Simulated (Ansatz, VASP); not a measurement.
One calculation of B5W2, two programs

```xyz
7
Lattice="1.5479 0.8937 7.1313 -1.5479 0.8937 7.1313 0.0000 -1.7874 7.1313" Properties=species:S:1:pos:R:3 pbc="T T T"
B     0.0000    0.0000    3.9634
B     0.0000    0.0000   17.4304
B     0.0000    0.0000    7.0820
B     0.0000    0.0000   14.3118
B     0.0000    0.0000   10.6969
W     0.0000    0.0000    1.6401
W     0.0000    0.0000   19.7537
```

Alike in both runs: functional PBE; k mesh 12 × 12 × 12; occupations gaussian, width 0.1 eV; no spin polarisation.

Ansatz relaxed the structure, and its values are those at the end. VASP's run is a single point on that final structure, the one shown.

```csv
,VASP,Ansatz
version,VASP 6.6.1,Ansatz 0.2.0
potentials or method,"VASP PAW PBE potentials, release 64 (B, W_sv), cutoff 520 eV","scalar-relativistic, plane waves, PAW"
valence electrons in the cell,43,43
```

```tsv
	VASP	Ansatz	Ansatz less VASP
gap on the k mesh at the Fermi level (eV)	none	none	-
pressure (GPa)	0.4	0.0	-0.45
```

A gap of «none» marks a metal or a gap that the smearing closes.

Neither program's run includes spin-orbit coupling.
